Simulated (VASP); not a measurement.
# Ru (P6_3/mmc) in VASP: settings compared

Aim: see how the results for Ru move with the level of theory and the settings. Levels: PBE, LDA, PBEsol, r2SCAN. Tasks: single point, relaxation of cell and atoms.

All numbers are computed with VASP 6.6.1; they aren't measurements. Logs are shortened: lines on timing, memory, paths and dates and some standing lists are left out, and cuts for length are marked.

## (1) The cell of the first run

The structure is hexagonal, space group P6_3/mmc (No. 194). The conventional cell has a = 2.706 Å, b = 2.706 Å, c = 4.282 Å, α = 90.00°, β = 90.00°, γ = 120.00°. Within 3.5 Å of Ru (site symmetry -6m2) lie 12 Ru at 2.65 to 2.71 Å.

## (2) Single point, PBE

INCAR

```
SYSTEM = Ru
PREC = Accurate
ENCUT = 520
EDIFF = 1E-6
ISMEAR = 0
SIGMA = 0.022
LREAL = .False.
LASPH = .True.
NELM = 100
ALGO = Normal
ISIF = 2
LWAVE = .False.
LCHARG = .False.
GGA = PE
NBANDS = 21
```

KPOINTS

```
Automatic mesh
0
Gamma
  11 11 6
  0 0 0
```

POSCAR

```
Ru
1.0
    2.7058000000      0.0000000000      0.0000000000
   -1.3529000000      2.3432915376      0.0000000000
    0.0000000000      0.0000000000      4.2819000000
Ru
2
Direct
    0.6666666667      0.3333333333      0.7500000000
    0.3333333333      0.6666666667      0.2500000000
```

Potentials or basis: VASP PAW PBE potentials, release 64 (Ru_pv).

Launch:

```bash
> cat potpaw_PBE.64/Ru_pv/POTCAR > POTCAR
> mpirun -np 1 vasp_std > vasp.out
```

OUTCAR:

```text
SYSTEM = Ru
   PREC = Accurate
   ENCUT = 520
   EDIFF = 1E-6
   ISMEAR = 0
   LREAL = .False.
   LASPH = .True.
   NELM = 100
   ISIF = 2
   GGA = PE

 ion  position               nearest neighbor table
   1  0.667  0.333  0.750-   2 2.65   2 2.65   2 2.65   2 2.65   2 2.65   2 2.65
   2  0.333  0.667  0.250-   1 2.65   1 2.65   1 2.65   1 2.65   1 2.65   1 2.65

  LATTYP: Found a hexagonal cell.
 ALAT       =     2.7058000000
 C/A-ratio  =     1.5824894671

  Lattice vectors:

 A1 = (   2.7058000000,   0.0000000000,   0.0000000000)
 A2 = (  -1.3529000000,   2.3432915376,   0.0000000000)
 A3 = (   0.0000000000,   0.0000000000,   4.2819000000)

Analysis of symmetry for initial positions (statically):
=====================================================================
 Subroutine PRICEL returns:
 Original cell was already a primitive cell.

 Routine SETGRP: Setting up the symmetry group for a
 hexagonal supercell.

 Subroutine GETGRP returns: Found 24 space group operations
 (whereof 12 operations were pure point group operations)
 out of a pool of 24 trial point group operations.

The static configuration has the point symmetry D_3d.
 The point group associated with its full space group is D_6h.

Analysis of symmetry for dynamics (positions and initial velocities):
=====================================================================
 Subroutine PRICEL returns:
 Original cell was already a primitive cell.

 Routine SETGRP: Setting up the symmetry group for a
 hexagonal supercell.

 Subroutine GETGRP returns: Found 24 space group operations
 (whereof 12 operations were pure point group operations)
 out of a pool of 24 trial point group operations.

The dynamic configuration has the point symmetry D_3d.
 The point group associated with its full space group is D_6h.

 Subroutine INISYM returns: Found 24 space group operations
 (whereof 12 operations are pure point group operations),
 and found     1 'primitive' translations

----------------------------------------------------------------------------------------

                                     Primitive cell

  volume of cell :      27.1493

  direct lattice vectors                    reciprocal lattice vectors
     2.705800000  0.000000000  0.000000000     0.369576465  0.213375072  0.000000000
    -1.352900000  2.343291538  0.000000000     0.000000000  0.426750144  0.000000000
     0.000000000  0.000000000  4.281900000     0.000000000  0.000000000  0.233541185

  length of vectors
     2.705800000  2.705800000  4.281900000     0.426750144  0.426750144  0.233541185

  position of ions in fractional coordinates (direct lattice)
     0.666666667  0.333333333  0.750000000
     0.333333333  0.666666667  0.250000000

  ion indices of the primitive-cell ions
   primitive index   ion index
                 1           1
                 2           2

----------------------------------------------------------------------------------------

 KPOINTS: Automatic mesh

Automatic generation of k-mesh.
 Grid dimensions read from file:
 generate k-points for:   11   11    6

 Generating k-lattice:

  Cartesian coordinates                     Fractional coordinates (reciprocal lattice)
     0.033597860  0.019397734  0.000000000     0.090909091  0.000000000  0.000000000
     0.000000000  0.038795468  0.000000000     0.000000000  0.090909091  0.000000000
     0.000000000  0.000000000  0.038923531     0.000000000  0.000000000  0.166666667

  Length of vectors
     0.038795468  0.038795468  0.038923531

  Shift w.r.t. Gamma in fractional coordinates (k-lattice)
     0.000000000  0.000000000  0.000000000

 Subroutine IBZKPT returns following result:
 ===========================================

 Found     64 irreducible k-points:

 Following reciprocal coordinates:
            Coordinates               Weight
  0.000000  0.000000  0.000000      1.000000
  0.090909  0.000000  0.000000      6.000000
  0.181818  0.000000  0.000000      6.000000
  0.272727  0.000000  0.000000      6.000000
  0.363636  0.000000  0.000000      6.000000
  0.454545  0.000000  0.000000      6.000000
[... 16 lines left out ...]
  0.090909  0.090909  0.166667     12.000000
  0.181818  0.090909  0.166667     24.000000
 [... further k-points ...]
   k-points           NKPTS =     64   k-points in BZ     NKDIM =     64   number of bands    NBANDS=     21
   number of dos      NEDOS =    301   number of ions     NIONS =      2
   total plane-waves  NPLWV =  12800
   dimension x,y,z NGX =    20 NGY =   20 NGZ =   32
   dimension x,y,z NGXF=    40 NGYF=   40 NGZF=   64
   ions per type =               2
   NGX,Y,Z   is equivalent  to a cutoff of  12.29, 12.29, 12.42 a.u.
   NGXF,Y,Z  is equivalent  to a cutoff of  24.58, 24.58, 24.85 a.u.
 SYSTEM =  Ru
   PREC   = accura    normal or accurate (medium, high low for compatibility)
   ISTART =      0    job   : 0-new  1-cont  2-samecut
   ICHARG =      2    charge: 1-file 2-atom 10-const
   ISPIN  =      1    spin polarized calculation?
   LNONCOLLINEAR =      F non collinear calculations
   LSORBIT =      F    spin-orbit coupling
   LASPH  =      T    aspherical Exc in radial PAW
   ENCUT  =  520.0 eV  38.22 Ry    6.18 a.u.   5.03  5.03  7.96*2*pi/ulx,y,z
   NELM   =    100;   NELMIN=  2; NELMDL= -5     # of ELM steps
   EDIFF  = 0.1E-05   stopping-criterion for ELM
   LREAL  =      F    real-space projection
   EDIFFG = 0.1E-04   stopping-criterion for IOM
   NSW    =      0    number of steps for IOM
   IBRION =     -1    ionic relax: 0-MD 1-quasi-New 2-CG
   NFREE  =      0    steps in history (QN), initial steepest desc. (CG)
   ISIF   =      2    stress and relaxation
   ISYM   =      2    0-nonsym 1-usesym 2-fastsym
   POTIM  = 0.5000    time-step for ionic-motion
   TEBEG  =    0.0;   TEEND  =   0.0 temperature during run
   PSTRESS=    0.0 pullay stress
   NELECT =      28.0000    total number of electrons
   NUPDOWN=      -1.0000    fix difference up-down
   EMIN   =  10.00;   EMAX   =-10.00  energy-range for DOS
   EFERMI =   0.00;   METHOD = LEGACY
   ISMEAR =     0;   SIGMA  =   0.02  broadening in eV -4-tet -1-fermi 0-gaus
   EFERMI_NEDOS =   21; number of points for ismear=-14 and -15
   IALGO  =     38    algorithm
   IMIX   =      4    mixing-type and parameters
     AMIX     =   0.40;   BMIX     =  1.00
     AMIX_MAG =   1.60;   BMIX_MAG =  1.00
  volume/ion in A,a.u.               =      13.57        91.61
  Fermi-wavevector in a.u.,A,eV,Ry     =   1.654022  3.125649 37.222674  2.735789
  Thomas-Fermi vector in A             =   2.742361
   LORBIT       =      0    0 simple, 1 ext, 2 COOP (PROOUT), +10 PAW based schemes
   GGA     = PE    functional components
   LHFCALC =     F    Hartree Fock is set to
   AEXX    =    0.0000 exact exchange contribution
   IVDW    =     0    specifies the selected vdW correction
   LEPSILON=     F    determine dielectric tensor
   LRPA    =     F    only Hartree local field effects (RPA)
 non-spin polarized calculation
 Gauss-broadening in eV      SIGMA  =   0.02
  energy-cutoff  :      520.00
  volume of cell :       27.15
 maximum number of plane-waves:       744
 NGX is ok and might be reduce to    20
   NGX =  9   NGY =  9   NGZ = 15

 number of electron      28.0000008 magnetization

 Free energy of the ion-electron system (eV)
  ---------------------------------------------------
  ext. energy  EPLUGINS =         0.00000000
  ---------------------------------------------------
  free energy    TOTEN  =       -18.45081172 eV

  energy without entropy =      -18.44963478  energy(sigma->0) =      -18.45022325

 E-fermi :  12.7894     XC(G=0): -14.1203

 val. band max:       12.7588598897   @ k =   0.2727   0.0000   0.0000
 cond. band min:      12.7943641976   @ k =   0.2727   0.1818   0.1667
 fundamental gap:      0.0355043079
 Fermi energy:        12.7893707400

 k-point     1 :       0.0000    0.0000    0.0000
  band No.  band energies     occupation
      1     -30.8035      2.00000
      2     -29.8691      2.00000
      3     -29.8691      2.00000
      4     -29.6988      2.00000
      5     -29.6988      2.00000
      6     -29.6594      2.00000
[... 13 lines left out ...]
     20      23.2708      0.00000
     21      23.2996      0.00000

 k-point     2 :       0.0909    0.0000    0.0000
  band No.  band energies     occupation
      1     -30.7755      2.00000
      2     -29.9284      2.00000
      3     -29.8891      2.00000
      4     -29.7607      2.00000
      5     -29.7071      2.00000
      6     -29.6725      2.00000
[... 13 lines left out ...]
     20      23.2708      0.00000
     21      23.2925      0.00000

 k-point     3 :       0.1818    0.0000    0.0000
  band No.  band energies     occupation
      1     -30.6959      2.00000
      2     -30.0877      2.00000
      3     -29.9407      2.00000
      4     -29.9227      2.00000
      5     -29.7306      2.00000
      6     -29.7118      2.00000
[... 13 lines left out ...]
     20      23.2708      0.00000
     21      23.2822      0.00000

 k-point     4 :       0.2727    0.0000    0.0000
  band No.  band energies     occupation
      1     -30.5780      2.00000
      2     -30.2964      2.00000
      3     -30.1268      2.00000
      4     -30.0054      2.00000
      5     -29.7768      2.00000
      6     -29.7639      2.00000
[... 13 lines left out ...]
     20      23.2707      0.00000
     21      23.2764      0.00000

 k-point     5 :       0.3636    0.0000    0.0000
  band No.  band energies     occupation
      1     -30.4877      2.00000
      2     -30.4448      2.00000
      3     -30.3070      2.00000
      4     -30.0627      2.00000
      5     -29.8610      2.00000
      6     -29.7959      2.00000
[... 13 lines left out ...]
     20      23.2646      0.00000
     21      23.2707      0.00000
[... 382 lines left out ...]
     20      23.2706      0.00000
     21      23.9466      0.00000

 k-point    22 :       0.4545    0.0000    0.1667
  band No.  band energies     occupation
      1     -30.6583      2.00000
      2     -30.4760      2.00000
      3     -30.2385      2.00000
      4     -30.0775      2.00000
      5     -29.9121      2.00000
      6     -29.8346      2.00000
[... 13 lines left out ...]
     20      23.2698      0.00000
     21      23.4170      0.00000

 k-point    23 :       0.0909    0.0909    0.1667
  band No.  band energies     occupation
      1     -30.6653      2.00000
      2     -30.0048      2.00000
      3     -29.9603      2.00000
      4     -29.8836      2.00000
      5     -29.7456      2.00000
      6     -29.7244      2.00000
[... 13 lines left out ...]
     20      23.2707      0.00000
     21      24.4510      0.00000

 k-point    24 :       0.1818    0.0909    0.1667
  band No.  band energies     occupation
      1     -30.5956      2.00000
      2     -30.1646      2.00000
      3     -30.1164      2.00000
      4     -29.9612      2.00000
      5     -29.7912      2.00000
      6     -29.7590      2.00000
[... 13 lines left out ...]
     20      23.2707      0.00000
     21      24.5734      0.00000

 [... further k-points ...]
[... 5 lines left out ...]
  --------------------------------------------------------------------------------------
  -------------------------------------------------------------------------------------
  Total        0.7565775      0.7565775      0.7387545     -0.0000000      0.0000000     -0.0000000
  in kB       44.6483532     44.6483532     43.5965583     -0.0000000      0.0000000     -0.0000000
  external PRESSURE =      44.2977549 kB  Pullay stress =       0.0000000 kB

 VOLUME and BASIS-vectors are now :
 -----------------------------------------------------------------------------
  energy-cutoff  :      520.00
  volume of cell :       27.15
      direct lattice vectors                 reciprocal lattice vectors
     2.705800000  0.000000000  0.000000000     0.369576465  0.213375072  0.000000000
    -1.352900000  2.343291538  0.000000000     0.000000000  0.426750144  0.000000000
     0.000000000  0.000000000  4.281900000     0.000000000  0.000000000  0.233541185

 POSITION                                       TOTAL-FORCE (eV/Angst)
 -----------------------------------------------------------------------------------
      1.35290      0.78110      3.21143         0.000000      0.000000      0.000000
     -0.00000      1.56219      1.07048        -0.000000      0.000000      0.000000
 -----------------------------------------------------------------------------------
    total drift:                               -0.000000      0.000000     -0.000000

  FREE ENERGIE OF THE ION-ELECTRON SYSTEM (eV)
  ---------------------------------------------------
  free  energy   TOTEN  =       -18.4508117233 eV

  energy  without entropy=      -18.4496347757  energy(sigma->0) =      -18.45022325
```

Run time: 11 s. Hardware: 1 thread of Intel Xeon 6975P-C (Granite Rapids), shared host; peak memory 0.15 GiB.

Results:

```
Free energy            : -18.4508 eV
Pressure               : 4.4 GPa
Band gap on the k mesh : zero (band 14 reaches 14.34 eV, above the bottom of band 15 at 11.27 eV)
```

## (3) Relaxation of cell and atoms, LDA

INCAR

```
SYSTEM = Ru
PREC = Accurate ; ENCUT = 600
EDIFF = 1E-7 ; ISMEAR = -1
SIGMA = 0.05 ; LREAL = .FALSE.
LASPH = .TRUE. ; NELM = 80
ALGO = Normal ; ISIF = 3
LWAVE = .FALSE. ; LCHARG = .FALSE.
IBRION = 2 ; NSW = 60
EDIFFG = -0.01
```

KPOINTS

```
regular mesh
0
G
  11 11 6
  0 0 0
```

POSCAR is that of step 2.

Potentials or basis: VASP PAW LDA potentials, release 64 (Ru_pv).

Launch:

```bash
> cat potpaw_LDA.64/Ru_pv/POTCAR > POTCAR
> mpirun -np 1 vasp_std > vasp.out
```

OUTCAR:

```text
SYSTEM = Ru
   PREC = Accurate
   ENCUT = 600
   EDIFF = 1E-7
   ISMEAR = -1
   LREAL = .FALSE.
   LASPH = .TRUE.
   NELM = 80
   ISIF = 3
   IBRION = 2
   NSW = 60
   EDIFFG = -0.01

 ion  position               nearest neighbor table
   1  0.667  0.333  0.750-   2 2.65   2 2.65   2 2.65   2 2.65   2 2.65   2 2.65
   2  0.333  0.667  0.250-   1 2.65   1 2.65   1 2.65   1 2.65   1 2.65   1 2.65

  LATTYP: Found a hexagonal cell.
 ALAT       =     2.7058000000
 C/A-ratio  =     1.5824894671

  Lattice vectors:

 A1 = (   2.7058000000,   0.0000000000,   0.0000000000)
 A2 = (  -1.3529000000,   2.3432915376,   0.0000000000)
 A3 = (   0.0000000000,   0.0000000000,   4.2819000000)

Analysis of symmetry for initial positions (statically):
=====================================================================
 Subroutine PRICEL returns:
[... 435 lines left out ...]

 E-fermi :  13.2629     XC(G=0): -14.5916

 val. band max:       13.2456889504   @ k =   0.2727   0.0000   0.0000
 cond. band min:      13.2757057746   @ k =   0.2727   0.1818   0.1667
 fundamental gap:      0.0300168242
 Fermi energy:        13.2629056231

 k-point     1 :       0.0000    0.0000    0.0000
  band No.  band energies     occupation
      1     -30.2633      2.00000
      2     -29.2013      2.00000
      3     -29.2013      2.00000
      4     -29.0096      2.00000
      5     -29.0096      2.00000
      6     -28.9637      2.00000
[... 481 lines left out ...]
      5     -29.1145      2.00000
      6     -29.0768      2.00000
[... 10 lines left out ...]
     17      14.9422      0.00000
     18      19.2127      0.00000

 [... further k-points ...]

------------------------ aborting loop because EDIFF is reached ----------------------------------------

  FORCE on cell =-STRESS in cart. coord.  units (eV):
  Direction    XX          YY          ZZ          XY          YZ          ZX
  --------------------------------------------------------------------------------------
  -------------------------------------------------------------------------------------
  Total        0.0192485      0.0192485     -0.0085603      0.0000000      0.0000000      0.0000000
  in kB        1.1752478      1.1752478     -0.5226612      0.0000000      0.0000000      0.0000000
  external PRESSURE =       0.6092781 kB  Pullay stress =       0.0000000 kB
[... 17 lines left out ...]
  FREE ENERGIE OF THE ION-ELECTRON SYSTEM (eV)
  ---------------------------------------------------
  free  energy   TOTEN  =       -21.3872493760 eV

  energy  without entropy=      -21.3712536083  energy(sigma->0) =      -21.37925149

 reached required accuracy - stopping structural energy minimisation
```

CONTCAR:

```text
Ru
   1.00000000000000
     2.6749408197258289   -0.0000000000000000   -0.0000000000000000
    -1.3374704098629144    2.3165667035412341    0.0000000000000000
    -0.0000000000000000    0.0000000000000000    4.2346664567653489
  Ru
     2
Direct
     0.6666666667000030    0.3333333332999970    0.7500000000000000
     0.3333333332999970    0.6666666667000030    0.2500000000000000

  0.00000000E+00  0.00000000E+00  0.00000000E+00
  0.00000000E+00  0.00000000E+00  0.00000000E+00
```

It took 58 s on 1 thread of Intel Xeon 6975P-C (Granite Rapids), shared host; peak memory 0.17 GiB.

What came out:

| Property | Result |
| --- | --- |
| Free energy | -21.3872 eV |
| Relaxed volume | 13.12 Å³/atom |
| Relaxed cell | a = 2.675 Å, b = 2.675 Å, c = 4.235 Å, α = 90.00°, β = 90.00°, γ = 120.00° |
| Space group after relaxing (to 0.05 Å) | P6_3/mmc (No. 194) |
| Energy gained by relaxing | 16.7 meV/atom |
| Ionic steps | 8 |
| Pressure after relaxing | 0.1 GPa |
| Band gap on the k mesh | zero (band 14 reaches 14.92 eV, above the bottom of band 15 at 11.68 eV) |

The path:
| step | energy change (eV) | largest force (eV/Å) | pressure (GPa) | volume (Å³) |
| --- | --- | --- | --- | --- |
| 1 | 0.0000 | 0.0000 | -11.43 | 27.15 |
| 2 | 0.3695 | 0.0000 | 52.45 | 23.52 |
| 3 | -0.0332 | 0.0000 | -0.58 | 26.29 |
| 4 | -0.0333 | 0.0000 | -0.08 | 26.25 |
| 5 | -0.0333 | 0.0000 | 0.16 | 26.24 |
| 6 | -0.0333 | 0.0000 | -0.44 | 26.28 |
| 7 | -0.0333 | 0.0000 | -0.09 | 26.25 |
| 8 | -0.0333 | 0.0000 | 0.06 | 26.24 |

Final structure:
```yaml
crystal:
  lattice:
    - [2.67494, 0.00000, 0.00000]
    - [-1.33747, 2.31657, 0.00000]
    - [0.00000, 0.00000, 4.23467]
  atoms:
    - { symbol: Ru, position: [0.66667, 0.33333, 0.75000] }
    - { symbol: Ru, position: [0.33333, 0.66667, 0.25000] }
```

## (4) Relaxation of cell and atoms, PBEsol

INCAR

```
ALGO = Fast
EDIFF = 1E-7
EDIFFG = -0.01
ENCUT = 600
GGA = PS
IBRION = 2
ISIF = 3
ISMEAR = -1
LASPH = True
LCHARG = False
LREAL = False
LWAVE = False
NELM = 100
NSW = 60
PREC = Accurate
SIGMA = 0.05
```

KPOINTS

```
k-points
0
Gamma
  11 11 6
```

POSCAR is that of step 3.

Potentials or basis: VASP PAW PBE potentials, release 64 (Ru_pv).

Launch:

```bash
> cat potpaw_PBE.64/Ru_pv/POTCAR > POTCAR
> mpirun -np 1 vasp_std > vasp.out
```

It took 55 s on 1 thread of Intel Xeon 6975P-C (Granite Rapids), shared host; peak memory 0.18 GiB.

Results (log left out):

```yaml
Free_energy: -20.3393 eV
Relaxed_volume: 13.32 Å³/atom
Relaxed_cell: a = 2.689 Å, b = 2.689 Å, c = 4.254 Å, α = 90.00°, β = 90.00°, γ = 120.00°
Space_group_after_relaxing_to_0.05_Å: P6_3/mmc (No. 194)
Energy_gained_by_relaxing: 5.1 meV/atom
Ionic_steps: 4
Pressure_after_relaxing: 0.0 GPa
Band_gap_on_the_k_mesh: zero (band 14 reaches 14.59 eV, above the bottom of band 15 at 11.43 eV)
```

Stress tensor (GPa, compression positive):
```
-0.07  0.00  0.00
 0.00 -0.07  0.00
 0.00  0.00  0.07
```

Step by step:
```
step  energy change (eV)  largest force (eV/Å)  pressure (GPa)  volume (Å³)
   1              0.0000                0.0000           -6.31        27.15
   2              0.0986                0.0000           24.00        25.10
   3             -0.0102                0.0000           -0.11        26.65
   4             -0.0102                0.0000           -0.02        26.64
```

Final structure:
```
Ru
1.0
     2.68934    0.00000    0.00000
    -1.34467    2.32903    0.00000
     0.00000    0.00000    4.25368
Ru
2
Direct
  0.66667 0.33333 0.75000
  0.33333 0.66667 0.25000
```

Levels at points of the mesh, in eV from the Fermi level:
```tsv
k point	band 11	band 12	band 13	band 14	band 15	band 16	band 17	band 18
(0.00, 0.00, 0.00)	-2.42	-1.90	-1.90	-1.36	-1.36	1.30	1.30	1.33
(0.00, 0.00, 0.50)	-2.78	-2.78	-2.73	-2.73	0.64	0.64	0.64	0.64
```

Caveat: the PAW data sets were made with another functional, which shifts forces and pressure a little.

[end of part 1 of 2]
